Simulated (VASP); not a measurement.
# LiF (Imm2) in VASP: notebook

LiF is run at these levels: PBE; tasks: single point, relaxation of cell and atoms.

All numbers are computed with VASP 6.6.1; they aren't measurements. Logs are shortened: lines on timing, memory, paths and dates and some standing lists are left out, and cuts for length are marked.

## Step 1: The cell of the first run

The structure is orthorhombic, space group Imm2 (No. 44). The conventional cell has a = 2.784 Å, b = 3.126 Å, c = 10.024 Å, α = 90.00°, β = 90.00°, γ = 90.00°. Li (site symmetry mm2) has 4 F at 1.87 to 1.92 Å within 2.5 Å. Within 2.5 Å of Li (site symmetry mm2) lie 4 F at 1.91 to 1.93 Å. Within 2.5 Å of F (site symmetry mm2) lie 4 Li at 1.91 to 1.92 Å. F (site symmetry mm2) has 4 Li at 1.87 to 1.93 Å within 2.5 Å.

## Step 2: Single point, PBE

File INCAR:

```
ALGO     = Normal         # electronic algorithm
EDIFF    = 1E-6           # SCF threshold, eV
ENCUT    = 520            # plane-wave cutoff, eV
GGA      = PE             # functional
ISIF     = 2              # what is computed and relaxed
ISMEAR   = 0              # smearing method
LASPH    = True           # aspherical terms in the spheres
LCHARG   = False          # write CHGCAR
LREAL    = False          # projectors in reciprocal space
LWAVE    = False          # write WAVECAR
NBANDS   = 18             # bands
NELM     = 100            # most SCF steps
PREC     = Accurate       # precision mode
SIGMA    = 0.02           # smearing width, eV
```

File KPOINTS:

```
k-points
0
Gamma
  12 12 12
```

File POSCAR:

```
LiF
1.0
   -1.3921159044      1.5632277022      5.0121631110
    1.3921159044     -1.5632277022      5.0121631110
    1.3921159044      1.5632277022     -5.0121631110
Li F
2 2
Direct
    0.5568447454      0.5568447454      0.0000000000
    0.8152949026      0.8152949026      0.0000000000
    0.9462602952      0.4462602952      0.5000000000
    0.6816000567      0.1816000567      0.5000000000
```

Potentials or basis: VASP PAW PBE potentials, release 64 (Li_sv, F).

Started as:

```console
$ cat potpaw_PBE.64/Li_sv/POTCAR potpaw_PBE.64/F/POTCAR > POTCAR
$ mpirun -np 1 vasp_std > vasp.out
```

OUTCAR:

```text
EDIFF = 1E-6
   ENCUT = 520
   GGA = PE
   ISIF = 2
   ISMEAR = 0
   LASPH = True
   LREAL = False
   NELM = 100
   PREC = Accurate

 ion  position               nearest neighbor table
   1  0.557  0.557  0.000-   4 1.87   4 1.87   3 1.92   3 1.92   2 2.59
   2  0.815  0.815  0.000-   3 1.91   3 1.91   4 1.93   4 1.93   1 2.59
   3  0.946  0.446  0.500-   2 1.91   2 1.91   1 1.92   1 1.92
   4  0.682  0.182  0.500-   1 1.87   1 1.87   2 1.93   2 1.93

  LATTYP: Found a body centered orthorhombic cell.
 ALAT       =     2.7842318088
 B/A-ratio  =     1.1229149076
 C/A-ratio  =     3.6003921047

  Lattice vectors:

 A1 = (  -1.3921159044,   1.5632277022,   5.0121631110)
 A2 = (   1.3921159044,  -1.5632277022,   5.0121631110)
 A3 = (   1.3921159044,   1.5632277022,  -5.0121631110)

Analysis of symmetry for initial positions (statically):
=====================================================================
 Subroutine PRICEL returns:
 Original cell was already a primitive cell.

 Routine SETGRP: Setting up the symmetry group for a
 body centered orthorhombic supercell.

 Subroutine GETGRP returns: Found  4 space group operations
 (whereof  4 operations were pure point group operations)
 out of a pool of  8 trial point group operations.

The static configuration has the point symmetry C_2v.

Analysis of symmetry for dynamics (positions and initial velocities):
=====================================================================
 Subroutine PRICEL returns:
 Original cell was already a primitive cell.

 Routine SETGRP: Setting up the symmetry group for a
 body centered orthorhombic supercell.

 Subroutine GETGRP returns: Found  4 space group operations
 (whereof  4 operations were pure point group operations)
 out of a pool of  8 trial point group operations.

The dynamic configuration has the point symmetry C_2v.

 Subroutine INISYM returns: Found  4 space group operations
 (whereof  4 operations are pure point group operations),
 and found     1 'primitive' translations

----------------------------------------------------------------------------------------

                                     Primitive cell

  volume of cell :      43.6298

  direct lattice vectors                    reciprocal lattice vectors
    -1.392115904  1.563227702  5.012163111     0.000000000  0.319851036  0.099757328
     1.392115904 -1.563227702  5.012163111     0.359165497  0.000000000  0.099757328
     1.392115904  1.563227702 -5.012163111     0.359165497  0.319851036  0.000000000

  length of vectors
     5.431707521  5.431707521  5.431707521     0.335046578  0.372761825  0.480941305

  position of ions in fractional coordinates (direct lattice)
     0.556844745  0.556844745  0.000000000
     0.815294903  0.815294903  0.000000000
     0.946260295  0.446260295  0.500000000
     0.681600057  0.181600057  0.500000000

  ion indices of the primitive-cell ions
   primitive index   ion index
                 1           1
                 2           2
                 3           3
                 4           4

----------------------------------------------------------------------------------------

 KPOINTS: k-points

Automatic generation of k-mesh.
 Grid dimensions read from file:
 generate k-points for:   12   12   12

 Generating k-lattice:

  Cartesian coordinates                     Fractional coordinates (reciprocal lattice)
     0.000000000  0.026654253  0.008313111     0.083333333 -0.000000000  0.000000000
     0.029930458  0.000000000  0.008313111    -0.000000000  0.083333333  0.000000000
     0.029930458  0.026654253  0.000000000     0.000000000  0.000000000  0.083333333

  Length of vectors
     0.027920548  0.031063485  0.040078442

  Shift w.r.t. Gamma in fractional coordinates (k-lattice)
     0.000000000  0.000000000  0.000000000

 Subroutine IBZKPT returns following result:
 ===========================================

 Found    280 irreducible k-points:

 Following reciprocal coordinates:
            Coordinates               Weight
  0.000000  0.000000  0.000000      1.000000
  0.083333 -0.000000  0.000000      4.000000
  0.166667 -0.000000  0.000000      4.000000
  0.250000 -0.000000  0.000000      4.000000
  0.333333 -0.000000  0.000000      4.000000
  0.416667 -0.000000  0.000000      4.000000
[... 16 lines left out ...]
  0.250000  0.166667  0.000000      8.000000
  0.333333  0.166667  0.000000      8.000000
 [... further k-points ...]
   k-points           NKPTS =    280   k-points in BZ     NKDIM =    280   number of bands    NBANDS=     18
   number of dos      NEDOS =    301   number of ions     NIONS =      4
   total plane-waves  NPLWV =  64000
   dimension x,y,z NGX =    40 NGY =   40 NGZ =   40
   dimension x,y,z NGXF=    80 NGYF=   80 NGZF=   80
   ions per type =               2   2
   NGX,Y,Z   is equivalent  to a cutoff of  12.24, 12.24, 12.24 a.u.
   NGXF,Y,Z  is equivalent  to a cutoff of  24.49, 24.49, 24.49 a.u.
 SYSTEM =  unknown system
   PREC   = accura    normal or accurate (medium, high low for compatibility)
   ISTART =      0    job   : 0-new  1-cont  2-samecut
   ICHARG =      2    charge: 1-file 2-atom 10-const
   ISPIN  =      1    spin polarized calculation?
   LNONCOLLINEAR =      F non collinear calculations
   LSORBIT =      F    spin-orbit coupling
   LASPH  =      T    aspherical Exc in radial PAW
   ENCUT  =  520.0 eV  38.22 Ry    6.18 a.u.  10.10 10.10 10.10*2*pi/ulx,y,z
   NELM   =    100;   NELMIN=  2; NELMDL= -5     # of ELM steps
   EDIFF  = 0.1E-05   stopping-criterion for ELM
   LREAL  =      F    real-space projection
   EDIFFG = 0.1E-04   stopping-criterion for IOM
   NSW    =      0    number of steps for IOM
   IBRION =     -1    ionic relax: 0-MD 1-quasi-New 2-CG
   NFREE  =      0    steps in history (QN), initial steepest desc. (CG)
   ISIF   =      2    stress and relaxation
   ISYM   =      2    0-nonsym 1-usesym 2-fastsym
   POTIM  = 0.5000    time-step for ionic-motion
   TEBEG  =    0.0;   TEEND  =   0.0 temperature during run
   PSTRESS=    0.0 pullay stress
   NELECT =      20.0000    total number of electrons
   NUPDOWN=      -1.0000    fix difference up-down
   EMIN   =  10.00;   EMAX   =-10.00  energy-range for DOS
   EFERMI =   0.00;   METHOD = LEGACY
   ISMEAR =     0;   SIGMA  =   0.02  broadening in eV -4-tet -1-fermi 0-gaus
   EFERMI_NEDOS =   21; number of points for ismear=-14 and -15
   IALGO  =     38    algorithm
   IMIX   =      4    mixing-type and parameters
     AMIX     =   0.40;   BMIX     =  1.00
     AMIX_MAG =   1.60;   BMIX_MAG =  1.00
  volume/ion in A,a.u.               =      10.91        73.61
  Fermi-wavevector in a.u.,A,eV,Ry     =   1.262284  2.385372 21.679005  1.593362
  Thomas-Fermi vector in A             =   2.395700
   LORBIT       =      0    0 simple, 1 ext, 2 COOP (PROOUT), +10 PAW based schemes
   GGA     = PE    functional components
   LHFCALC =     F    Hartree Fock is set to
   AEXX    =    0.0000 exact exchange contribution
   IVDW    =     0    specifies the selected vdW correction
   LEPSILON=     F    determine dielectric tensor
   LRPA    =     F    only Hartree local field effects (RPA)
 non-spin polarized calculation
 Gauss-broadening in eV      SIGMA  =   0.02
  energy-cutoff  :      520.00
  volume of cell :       43.63
 maximum number of plane-waves:      1194
   NGX = 21   NGY = 21   NGZ = 21

 number of electron      19.9999998 magnetization

 Free energy of the ion-electron system (eV)
  ---------------------------------------------------
  ext. energy  EPLUGINS =         0.00000000
  ---------------------------------------------------
  free energy    TOTEN  =       -18.86733368 eV

  energy without entropy =      -18.86733368  energy(sigma->0) =      -18.86733368

 E-fermi :  -2.2749     XC(G=0):  -8.3667

 val. band max:       -2.4036945682   @ k =  -0.2500   0.2500   0.2500
 cond. band min:       4.2065749554   @ k =   0.0000   0.0000   0.0000
 fundamental gap:      6.6102695236
 Fermi energy:        -2.2748970747

 k-point     1 :       0.0000    0.0000    0.0000
  band No.  band energies     occupation
      1     -43.9159      2.00000
      2     -43.4099      2.00000
      3     -22.1340      2.00000
      4     -21.9024      2.00000
      5      -4.4962      2.00000
      6      -3.3948      2.00000
[... 10 lines left out ...]
     17      17.3186      0.00000
     18      17.4577      0.00000

 k-point     2 :       0.0833   -0.0000    0.0000
  band No.  band energies     occupation
      1     -43.9156      2.00000
      2     -43.4094      2.00000
      3     -22.1280      2.00000
      4     -21.8980      2.00000
      5      -4.4753      2.00000
      6      -3.4828      2.00000
[... 10 lines left out ...]
     17      17.3490      0.00000
     18      17.5846      0.00000

 k-point     3 :       0.1667   -0.0000    0.0000
  band No.  band energies     occupation
      1     -43.9147      2.00000
      2     -43.4079      2.00000
      3     -22.1112      2.00000
      4     -21.8861      2.00000
      5      -4.4197      2.00000
      6      -3.7122      2.00000
[... 10 lines left out ...]
     17      17.4376      0.00000
     18      17.9741      0.00000

 k-point     4 :       0.2500   -0.0000    0.0000
  band No.  band energies     occupation
      1     -43.9134      2.00000
      2     -43.4059      2.00000
      3     -22.0881      2.00000
      4     -21.8697      2.00000
      5      -4.3538      2.00000
      6      -4.0117      2.00000
[... 375 lines left out ...]
      4     -21.8396      2.00000
      5      -4.3880      2.00000
      6      -3.6806      2.00000
[... 10 lines left out ...]
     17      16.5023      0.00000
     18      17.4800      0.00000

 k-point    23 :       0.2500    0.1667    0.0000
  band No.  band energies     occupation
      1     -43.9069      2.00000
      2     -43.4003      2.00000
      3     -22.0385      2.00000
      4     -21.8243      2.00000
      5      -4.3216      2.00000
      6      -3.9376      2.00000
[... 10 lines left out ...]
     17      16.6121      0.00000
     18      17.7663      0.00000

 k-point    24 :       0.3333    0.1667    0.0000
  band No.  band energies     occupation
      1     -43.9057      2.00000
      2     -43.3983      2.00000
      3     -22.0170      2.00000
      4     -21.8075      2.00000
      5      -4.3276      2.00000
      6      -4.1353      2.00000
[... 10 lines left out ...]
     17      16.8094      0.00000
     18      17.7470      0.00000

 [... further k-points ...]

------------------------ aborting loop because EDIFF is reached ----------------------------------------

  FORCE on cell =-STRESS in cart. coord.  units (eV):
  Direction    XX          YY          ZZ          XY          YZ          ZX
  --------------------------------------------------------------------------------------
  -------------------------------------------------------------------------------------
  Total       -0.0458710     -0.0738035     -0.0377831      0.0000000      0.0000000      0.0000000
  in kB       -1.6844808     -2.7102227     -1.3874754      0.0000000      0.0000000      0.0000000
  external PRESSURE =      -1.9273930 kB  Pullay stress =       0.0000000 kB

 VOLUME and BASIS-vectors are now :
 -----------------------------------------------------------------------------
  energy-cutoff  :      520.00
  volume of cell :       43.63
      direct lattice vectors                 reciprocal lattice vectors
    -1.392115904  1.563227702  5.012163111     0.000000000  0.319851036  0.099757328
     1.392115904 -1.563227702  5.012163111     0.359165497  0.000000000  0.099757328
     1.392115904  1.563227702 -5.012163111     0.359165497  0.319851036  0.000000000

 POSITION                                       TOTAL-FORCE (eV/Angst)
 -----------------------------------------------------------------------------------
      0.00000      0.00000      5.58199        -0.000000     -0.000000     -0.006974
      0.00000      0.00000      8.17278         0.000000      0.000000     -0.000895
      0.00000      1.56323      4.47346         0.000000     -0.000000      0.003228
     -0.00000      1.56323      1.82042         0.000000      0.000000      0.004641
 -----------------------------------------------------------------------------------
    total drift:                                0.000000     -0.000000     -0.000589

  FREE ENERGIE OF THE ION-ELECTRON SYSTEM (eV)
  ---------------------------------------------------
  free  energy   TOTEN  =       -18.8673336829 eV

  energy  without entropy=      -18.8673336829  energy(sigma->0) =      -18.86733368
```

It took 6.7 min on 1 thread of Intel Xeon Platinum 8259CL at 2.50GHz (Skylake/Cascade Lake), shared host; peak memory 0.34 GiB.

What came out:

```yaml
Free_energy: -18.8673 eV
Largest_force: 0.007 eV/Å
Band_gap_on_the_k_mesh: 6.61 eV, indirect (least direct gap 6.88 eV)
```

Forces on the atoms (eV/Å):
```
Li   0.000  0.000 -0.007
Li   0.000  0.000 -0.001
F    0.000  0.000  0.003
F    0.000  0.000  0.005
```

Caveat: the cutoff is under 1.25 times the usual one of these potentials, so pressure, stress and relaxed cells hold a basis-set (Pulay) error. A k mesh can miss the band edges.

(Part 1 of 4 ends here.)
